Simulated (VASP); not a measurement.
# Co (P6_3/mmc) in VASP: notebook

The runs below take Co through single point, with r2SCAN.

Program: VASP 6.6.1. These are calculated values, not measurements. Logs are shortened: lines on timing, memory, paths and dates and some standing lists are left out, and cuts for length are marked.

## (1) The cell of the first run

It takes space group P6_3/mmc (No. 194, hexagonal). Conventional cell: a = 2.472 Å, b = 2.472 Å, c = 4.027 Å, α = 90.00°, β = 90.00°, γ = 120.00°. Within 3.3 Å of Co (site symmetry -6m2) lie 12 Co at 2.47 Å.

## (2) Single point, r2SCAN, collinear spin, ferromagnetic start

POSCAR

```
Co
1.0
    2.4715232260      0.0000000000      0.0000000000
   -1.2357616130      2.1404018997      0.0000000000
    0.0000000000      0.0000000000      4.0271144694
Co
2
Direct
    0.3333333333      0.6666666667      0.2500000000
    0.6666666667      0.3333333333      0.7500000000
```

INCAR.step1

```
SYSTEM = Co
PREC = Accurate
ENCUT = 520
ISMEAR = -1
SIGMA = 0.05
LREAL = .False.
LASPH = .True.
NELM = 150
ISPIN = 2
MAGMOM = 1.891 1.891
LMAXMIX = 4
NBANDS = 20
GGA = PE
ALGO = Normal
EDIFF = 1E-4
LWAVE = .True.
LCHARG = .False.
```

INCAR.step2

```
SYSTEM = Co
PREC = Accurate
ENCUT = 520
EDIFF = 1E-6
ISMEAR = -1
SIGMA = 0.05
LREAL = .False.
LASPH = .True.
NELM = 150
ALGO = Normal
ISIF = 2
LWAVE = .False.
LCHARG = .False.
ISPIN = 2
MAGMOM = 1.891 1.891
LORBIT = 11
LMAXMIX = 4
METAGGA = R2SCAN
LMIXTAU = .True.
NBANDS = 20
ISTART = 1
```

KPOINTS

```
regular mesh
0
Gamma
  12 12 6
  0 0 0
```

Potentials or basis: VASP PAW PBE potentials, release 64 (Co).

The run is started by

```sh
$ cat potpaw_PBE.64/Co/POTCAR > POTCAR
$ cp INCAR.step1 INCAR
$ mpirun -np 1 vasp_std > vasp.out
$ cp INCAR.step2 INCAR
$ mpirun -np 1 vasp_std > vasp.out
```

OUTCAR:

```text
SYSTEM = Co
   PREC = Accurate
   ENCUT = 520
   EDIFF = 1E-6
   ISMEAR = -1
   LREAL = .False.
   LASPH = .True.
   NELM = 150
   ISIF = 2
   ISPIN = 2
   LORBIT = 11
   METAGGA = R2SCAN
   ISTART = 1

 ion  position               nearest neighbor table
   1  0.333  0.667  0.250-   2 2.47   2 2.47   2 2.47   2 2.47   2 2.47   2 2.47
   2  0.667  0.333  0.750-   1 2.47   1 2.47   1 2.47   1 2.47   1 2.47   1 2.47

  LATTYP: Found a hexagonal cell.
 ALAT       =     2.4715232260
 C/A-ratio  =     1.6294058769

  Lattice vectors:

 A1 = (   2.4715232260,   0.0000000000,   0.0000000000)
 A2 = (  -1.2357616130,   2.1404018997,   0.0000000000)
 A3 = (   0.0000000000,   0.0000000000,   4.0271144694)

Analysis of symmetry for initial positions (statically):
=====================================================================
 Subroutine PRICEL returns:
 Original cell was already a primitive cell.

 Routine SETGRP: Setting up the symmetry group for a
 hexagonal supercell.

 Subroutine GETGRP returns: Found 24 space group operations
 (whereof 12 operations were pure point group operations)
 out of a pool of 24 trial point group operations.

The static configuration has the point symmetry D_3d.
 The point group associated with its full space group is D_6h.

Analysis of symmetry for dynamics (positions and initial velocities):
=====================================================================
 Subroutine PRICEL returns:
 Original cell was already a primitive cell.

 Routine SETGRP: Setting up the symmetry group for a
 hexagonal supercell.

 Subroutine GETGRP returns: Found 24 space group operations
 (whereof 12 operations were pure point group operations)
 out of a pool of 24 trial point group operations.

The dynamic configuration has the point symmetry D_3d.
 The point group associated with its full space group is D_6h.

Analysis of structural, dynamic, and magnetic symmetry:
=====================================================================
 Subroutine PRICEL returns:
 Original cell was already a primitive cell.

 Routine SETGRP: Setting up the symmetry group for a
 hexagonal supercell.

 Subroutine GETGRP returns: Found 24 space group operations
 (whereof 12 operations were pure point group operations)
 out of a pool of 24 trial point group operations.

The overall configuration has the point symmetry D_3d.
 The point group associated with its full space group is D_6h.

 Subroutine INISYM returns: Found 24 space group operations
 (whereof 12 operations are pure point group operations),
 and found     1 'primitive' translations

----------------------------------------------------------------------------------------

                                     Primitive cell

  volume of cell :      21.3036

  direct lattice vectors                    reciprocal lattice vectors
     2.471523226  0.000000000  0.000000000     0.404608781  0.233600989  0.000000000
    -1.235761613  2.140401900  0.000000000     0.000000000  0.467201977  0.000000000
     0.000000000  0.000000000  4.027114469     0.000000000  0.000000000  0.248316756

  length of vectors
     2.471523226  2.471523226  4.027114469     0.467201977  0.467201977  0.248316756

  position of ions in fractional coordinates (direct lattice)
     0.333333333  0.666666667  0.250000000
     0.666666667  0.333333333  0.750000000

  ion indices of the primitive-cell ions
   primitive index   ion index
                 1           1
                 2           2

----------------------------------------------------------------------------------------

 KPOINTS: regular mesh

Automatic generation of k-mesh.
 Grid dimensions read from file:
 generate k-points for:   12   12    6

 Generating k-lattice:

  Cartesian coordinates                     Fractional coordinates (reciprocal lattice)
     0.033717398  0.019466749  0.000000000     0.083333333  0.000000000  0.000000000
     0.000000000  0.038933498  0.000000000     0.000000000  0.083333333  0.000000000
     0.000000000  0.000000000  0.041386126     0.000000000  0.000000000  0.166666667

  Length of vectors
     0.038933498  0.038933498  0.041386126

  Shift w.r.t. Gamma in fractional coordinates (k-lattice)
     0.000000000  0.000000000  0.000000000

 Subroutine IBZKPT returns following result:
 ===========================================

 Found     76 irreducible k-points:

 Following reciprocal coordinates:
            Coordinates               Weight
  0.000000  0.000000  0.000000      1.000000
  0.083333  0.000000  0.000000      6.000000
  0.166667 -0.000000  0.000000      6.000000
  0.250000 -0.000000  0.000000      6.000000
  0.333333 -0.000000  0.000000      6.000000
  0.416667 -0.000000  0.000000      6.000000
[... 16 lines left out ...]
  0.250000 -0.000000  0.166667     12.000000
  0.333333 -0.000000  0.166667     12.000000
 [... further k-points ...]
   k-points           NKPTS =     76   k-points in BZ     NKDIM =     76   number of bands    NBANDS=     20
   number of dos      NEDOS =    301   number of ions     NIONS =      2
   total plane-waves  NPLWV =   9720
   dimension x,y,z NGX =    18 NGY =   18 NGZ =   30
   dimension x,y,z NGXF=    36 NGYF=   36 NGZF=   60
   ions per type =               2
   NGX,Y,Z   is equivalent  to a cutoff of  12.11, 12.11, 12.38 a.u.
   NGXF,Y,Z  is equivalent  to a cutoff of  24.22, 24.22, 24.77 a.u.
 SYSTEM =  Co
   PREC   = accura    normal or accurate (medium, high low for compatibility)
   ISTART =      1    job   : 0-new  1-cont  2-samecut
   ICHARG =      0    charge: 1-file 2-atom 10-const
   ISPIN  =      2    spin polarized calculation?
   LNONCOLLINEAR =      F non collinear calculations
   LSORBIT =      F    spin-orbit coupling
   LASPH  =      T    aspherical Exc in radial PAW
   ENCUT  =  520.0 eV  38.22 Ry    6.18 a.u.   4.60  4.60  7.49*2*pi/ulx,y,z
   NELM   =    150;   NELMIN=  2; NELMDL=  0     # of ELM steps
   EDIFF  = 0.1E-05   stopping-criterion for ELM
   LREAL  =      F    real-space projection
   EDIFFG = 0.1E-04   stopping-criterion for IOM
   NSW    =      0    number of steps for IOM
   IBRION =     -1    ionic relax: 0-MD 1-quasi-New 2-CG
   NFREE  =      0    steps in history (QN), initial steepest desc. (CG)
   ISIF   =      2    stress and relaxation
   ISYM   =      2    0-nonsym 1-usesym 2-fastsym
   POTIM  = 0.5000    time-step for ionic-motion
   TEBEG  =    0.0;   TEEND  =   0.0 temperature during run
   PSTRESS=    0.0 pullay stress
   NELECT =      18.0000    total number of electrons
   NUPDOWN=      -1.0000    fix difference up-down
   EMIN   =  10.00;   EMAX   =-10.00  energy-range for DOS
   EFERMI =   0.00;   METHOD = LEGACY
   ISMEAR =    -1;   SIGMA  =   0.05  broadening in eV -4-tet -1-fermi 0-gaus
   EFERMI_NEDOS =   21; number of points for ismear=-14 and -15
   IALGO  =     38    algorithm
   IMIX   =      4    mixing-type and parameters
     AMIX     =   0.40;   BMIX     =  1.00
     AMIX_MAG =   1.60;   BMIX_MAG =  1.00
  volume/ion in A,a.u.               =      10.65        71.88
  Fermi-wavevector in a.u.,A,eV,Ry     =   1.547679  2.924690 32.590191  2.395312
  Thomas-Fermi vector in A             =   2.652738
   LORBIT       =     11    0 simple, 1 ext, 2 COOP (PROOUT), +10 PAW based schemes
   METAGGA = R2SCAN    functional components
   LHFCALC =     F    Hartree Fock is set to
   AEXX    =    0.0000 exact exchange contribution
   IVDW    =     0    specifies the selected vdW correction
   LEPSILON=     F    determine dielectric tensor
   LRPA    =     F    only Hartree local field effects (RPA)
 spin polarized calculation
  energy-cutoff  :      520.00
  volume of cell :       21.30
 maximum number of plane-waves:       585
   NGX =  9   NGY =  9   NGZ = 15

 number of electron      17.9999991 magnetization       3.4834480

 Free energy of the ion-electron system (eV)
  ---------------------------------------------------
  ext. energy  EPLUGINS =         0.00000000
  ---------------------------------------------------
  free energy    TOTEN  =       -26.42983760 eV

  energy without entropy =      -26.41727368  energy(sigma->0) =      -26.42355564

 E-fermi :  10.5882     XC(G=0): -14.8037

 val. band max:       10.5410519765   @ k =   0.3333   0.2500   0.5000
 cond. band min:      10.5949353111   @ k =   0.1667   0.0833   0.0000
 fundamental gap:      0.0538833346
 Fermi energy:        10.5881640193

 spin component 1

 k-point     1 :       0.0000    0.0000    0.0000
  band No.  band energies     occupation
      1       1.1320      1.00000
      2       4.7344      1.00000
      3       7.1552      1.00000
      4       7.2154      1.00000
      5       7.2155      1.00000
      6       7.5193      1.00000
[... 12 lines left out ...]
     19      37.5728      0.00000
     20      37.5730      0.00000

 k-point     2 :       0.0833    0.0000    0.0000
  band No.  band energies     occupation
      1       1.3882      1.00000
      2       4.8817      1.00000
      3       6.9695      1.00000
      4       7.3321      1.00000
      5       7.3683      1.00000
      6       7.4730      1.00000
[... 12 lines left out ...]
     19      39.0558      0.00000
     20      40.0594      0.00000
[... 465 lines left out ...]
      3       6.1851      1.00000
      4       6.6349      1.00000
      5       7.0573      1.00000
      6       7.4534      1.00000
[... 12 lines left out ...]
     19      36.5208      0.00000
     20      37.2840      0.00000

 k-point    24 :       0.3333   -0.0000    0.1667
  band No.  band energies     occupation
      1       4.4079      1.00000
      2       5.4354      1.00000
      3       5.8370      1.00000
      4       6.5466      1.00000
      5       7.3040      1.00000
      6       7.3151      1.00000
[... 12 lines left out ...]
     19      34.7112      0.00000
     20      35.9588      0.00000

 [... further k-points ...]

 spin component 2

 k-point     1 :       0.0000    0.0000    0.0000
  band No.  band energies     occupation
      1       0.5430      1.00000
      2       5.8977      1.00000
      3       9.5619      1.00000
      4       9.6805      1.00000
      5       9.6805      1.00000
      6       9.7191      1.00000
[... 12 lines left out ...]
     19      38.2733      0.00000
     20      38.2733      0.00000

 k-point     2 :       0.0833    0.0000    0.0000
  band No.  band energies     occupation
      1       0.8053      1.00000
      2       6.0807      1.00000
      3       9.2498      1.00000
      4       9.3315      1.00000
      5       9.8162      1.00000
      6       9.8436      1.00000
[... 12 lines left out ...]
     19      39.2728      0.00000
     20      40.8435      0.00000
[... 465 lines left out ...]
      3       7.7662      1.00000
      4       8.6231      1.00000
      5       9.3909      1.00000
      6       9.9038      1.00000
[... 12 lines left out ...]
     19      37.3658      0.00000
     20      38.0488      0.00000

 k-point    24 :       0.3333   -0.0000    0.1667
  band No.  band energies     occupation
      1       4.3899      1.00000
      2       6.9781      1.00000
      3       7.4672      1.00000
      4       8.3845      1.00000
      5       9.4259      1.00000
      6       9.8978      1.00000
[... 12 lines left out ...]
     19      35.5482      0.00000
     20      36.7243      0.00000

 [... further k-points ...]
[... 5 lines left out ...]
  --------------------------------------------------------------------------------------
  -------------------------------------------------------------------------------------
  Total       -0.0783491     -0.0783491     -0.1323445     -0.0000000      0.0000000      0.0000000
  in kB       -5.8923799     -5.8923799     -9.9531967     -0.0000000      0.0000000      0.0000000
  external PRESSURE =      -7.2459855 kB  Pullay stress =       0.0000000 kB

 VOLUME and BASIS-vectors are now :
 -----------------------------------------------------------------------------
  energy-cutoff  :      520.00
  volume of cell :       21.30
      direct lattice vectors                 reciprocal lattice vectors
     2.471523226  0.000000000  0.000000000     0.404608781  0.233600989  0.000000000
    -1.235761613  2.140401900  0.000000000     0.000000000  0.467201977  0.000000000
     0.000000000  0.000000000  4.027114469     0.000000000  0.000000000  0.248316756

 POSITION                                       TOTAL-FORCE (eV/Angst)
 -----------------------------------------------------------------------------------
     -0.00000      1.42693      1.00678         0.000000      0.000000      0.000000
      1.23576      0.71347      3.02034        -0.000000     -0.000000      0.000000
 -----------------------------------------------------------------------------------
    total drift:                                0.000000     -0.000000     -0.000000

  FREE ENERGIE OF THE ION-ELECTRON SYSTEM (eV)
  ---------------------------------------------------
  free  energy   TOTEN  =       -26.4298375964 eV

  energy  without entropy=      -26.4172736758  energy(sigma->0) =      -26.42355564

 total charge

# of ion       s       p       d       tot
------------------------------------------
    1        0.518   0.577   7.237   8.332
    2        0.518   0.577   7.237   8.332
--------------------------------------------------
tot          1.036   1.154  14.474  16.663

 magnetization (x)

# of ion       s       p       d       tot
------------------------------------------
    1       -0.013  -0.086   1.902   1.803
    2       -0.013  -0.086   1.902   1.803
--------------------------------------------------
tot         -0.025  -0.172   3.804   3.606
```

Run time: 2.6 min. Hardware: 1 thread of Intel Xeon Platinum 8559C (Emerald Rapids), shared host; peak memory 0.17 GiB.

Results:

- Free energy: -26.4298 eV
- Pressure: -0.7 GPa
- Net moment: 3.48 μB per cell
- Site moments: Co +1.80 μB
- Valence electrons inside the program's atomic spheres: Co 8.33

Levels at points of the mesh, in eV from the Fermi level:
Spin up:
| k point | band 8 | band 9 | band 10 | band 11 | band 12 | band 13 | band 14 | band 15 |
| --- | --- | --- | --- | --- | --- | --- | --- | --- |
| (0.00, 0.00, 0.00) | -2.72 | -2.72 | -1.63 | -1.63 | -0.33 | 6.23 | 22.95 | 25.75 |
| (0.50, 0.00, 0.00) | -1.44 | -1.42 | -1.29 | 0.94 | 3.16 | 9.87 | 10.66 | 12.86 |
| (0.00, 0.00, 0.50) | -3.44 | -1.94 | -1.94 | -1.94 | -1.94 | 15.29 | 15.29 | 23.73 |
| (0.50, 0.00, 0.50) | -1.76 | -1.35 | -1.35 | 1.46 | 1.46 | 7.31 | 7.31 | 19.17 |
Spin down:
| k point | band 3 | band 4 | band 5 | band 6 | band 7 | band 8 | band 9 | band 10 | band 11 | band 12 |
| --- | --- | --- | --- | --- | --- | --- | --- | --- | --- | --- |
| (0.00, 0.00, 0.00) | -1.03 | -0.91 | -0.91 | -0.87 | -0.52 | -0.52 | 0.02 | 0.02 | 1.30 | 1.30 |
| (0.50, 0.00, 0.00) | -3.53 | -2.35 | -1.10 | -1.02 | -0.65 | 1.42 | 1.56 | 1.59 | 2.66 | 4.44 |
| (0.00, 0.00, 0.50) | -1.71 | -1.71 | -0.96 | -0.96 | -0.96 | -0.96 | 0.93 | 0.93 | 0.93 | 0.93 |
| (0.50, 0.00, 0.50) | -2.59 | -2.59 | 0.02 | 0.02 | 0.11 | 0.11 | 1.53 | 1.53 | 2.19 | 2.19 |

Caveat: the PAW data sets were made with another functional, which shifts forces and pressure a little.

## (3) Single point, r2SCAN, collinear spin, ferromagnetic start

POSCAR is that of step 2.

INCAR.step1

```
SYSTEM = Co
PREC = Accurate
ENCUT = 520
ISMEAR = -1
SIGMA = 0.05
LREAL = .FALSE.
LASPH = .TRUE.
NELM = 150
ISPIN = 2
MAGMOM = 1.891 1.891
LMAXMIX = 4
NBANDS = 20
GGA = PE
ALGO = Normal
EDIFF = 1E-4
LWAVE = .TRUE.
LCHARG = .FALSE.
```

INCAR.step2

```
SYSTEM = Co
PREC = Accurate
ENCUT = 520
EDIFF = 1E-6
ISMEAR = -1
SIGMA = 0.05
LREAL = .FALSE.
LASPH = .TRUE.
NELM = 150
ALGO = Normal
ISIF = 2
LWAVE = .FALSE.
LCHARG = .FALSE.
ISPIN = 2
MAGMOM = 1.891 1.891
LORBIT = 11
LMAXMIX = 4
METAGGA = R2SCAN
LMIXTAU = .TRUE.
NBANDS = 20
ISTART = 1
```

KPOINTS

```
Automatic mesh
0
G
  15 15 8
  0 0 0
```

Potentials or basis: VASP PAW PBE potentials, release 64 (Co).

The run is started by

```sh
$ cat potpaw_PBE.64/Co/POTCAR > POTCAR
$ cp INCAR.step1 INCAR
$ mpirun -np 1 vasp_std > vasp.out
$ cp INCAR.step2 INCAR
$ mpirun -np 1 vasp_std > vasp.out
```

It took 4.7 min on 1 thread of Intel Xeon Platinum 8559C (Emerald Rapids), shared host; peak memory 0.19 GiB.

Results (log left out):

```yaml
Free_energy: -26.4165 eV
Pressure: -1.5 GPa
Net_moment: 3.40 μB per cell
Site_moments: Co +1.76 μB
Valence_electrons_inside_the_program's_atomic_spheres: Co 8.33
```

Stress tensor (GPa, compression positive):
```
-1.49  0.00  0.00
 0.00 -1.49  0.00
 0.00  0.00 -1.66
```

Levels at points of the mesh, in eV from the Fermi level:
Spin up:
```tsv
k point	band 9	band 10	band 11	band 12	band 13	band 14
(0.00, 0.00, 0.00)	-2.70	-1.60	-1.60	-0.33	6.24	22.95
(0.00, 0.00, 0.50)	-1.91	-1.91	-1.91	-1.91	15.30	15.30
```
Spin down:
```tsv
k point	band 5	band 6	band 7	band 8	band 9	band 10
(0.00, 0.00, 0.00)	-0.94	-0.89	-0.55	-0.55	-0.01	-0.01
(0.00, 0.00, 0.50)	-0.99	-0.99	-0.99	-0.99	0.91	0.91
```

Caveat: the PAW data sets were made with another functional, which shifts forces and pressure a little.
